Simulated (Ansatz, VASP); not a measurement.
# NiO: VASP and Ansatz over several settings

```
Ni O
1.0
     2.50462    0.00000    0.00000
     0.00000    2.50462    0.00000
     0.00000    0.00000    2.50462
Ni O
1 1
Direct
  0.00000 0.00000 0.00000
  0.50000 0.50000 0.50000
```

Single points on this cell with VASP 6.6.1 and Ansatz 0.2.0. Each row is one pair of runs. Alike in all rows: smearing: fermi-dirac, width 0.05 eV; VASP's potentials, cutoff: VASP PAW PBE potentials, release 64 (Ni, O), 520 eV; Ansatz's potentials, cutoff: Ansatz PAW, 420 eV.

```csv
level,spin,k mesh,"pressure (GPa), VASP","pressure (GPa), Ansatz","net moment per atom (μB), VASP","net moment per atom (μB), Ansatz"
PBE,off,11 × 11 × 11,23.8,23.8,-,-
PBE,"collinear, zero start",9 × 9 × 9,23.8,23.8,0.00,0.00
PBE,"collinear, typed start",9 × 9 × 9,23.9,23.9,0.10,0.10
PBE,"collinear, typed start",11 × 11 × 11,?,23.8,?,0.00
```

**Question.** Fill in what VASP gave in row 4.

**Answer.** Pressure (GPa): 25.1; net moment per atom (μB): 0.36.

VASP's potentials hold 16 valence electrons a cell and Ansatz's 24, so a difference there can come from the potentials and not from the codes.

In some rows the two programs ended in different magnetic states.
